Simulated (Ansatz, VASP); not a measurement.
## Two plane-wave programs on Cs2Na

```
Cs Na
1.0
    -2.81338    2.81338    7.97278
     2.81338   -2.81338    7.97278
     2.81338    2.81338   -7.97278
Cs Na
2 1
Direct
  0.64692 0.64692 0.00000
  0.35308 0.35308 0.00000
  0.00000 0.00000 0.00000
```

Alike in both runs: functional PBE; k mesh 6 × 6 × 6; occupations gaussian, width 0.1 eV; no spin polarisation.

Ansatz relaxed the structure, and its values are those at the end. VASP's run is a single point on that final structure, the one shown.

```csv
,VASP,Ansatz
version,VASP 6.6.1,Ansatz 0.2.0
potentials or method,"VASP PAW PBE potentials, release 64 (Cs_sv, Na_pv), cutoff 520 eV","scalar-relativistic, plane waves, PAW"
valence electrons in the cell,25,27
```

|  | VASP | Ansatz | Ansatz less VASP |
| --- | --- | --- | --- |
| gap on the k mesh at the Fermi level (eV) | none | none | - |
| pressure (GPa) | 0.0 | 0.0 | +0.01 |

A gap of «none» marks a metal or a gap that the smearing closes. VASP's potentials hold 25 valence electrons a cell and Ansatz's 27, so a difference there can come from the potentials and not from the codes.

Neither program's run includes spin-orbit coupling.
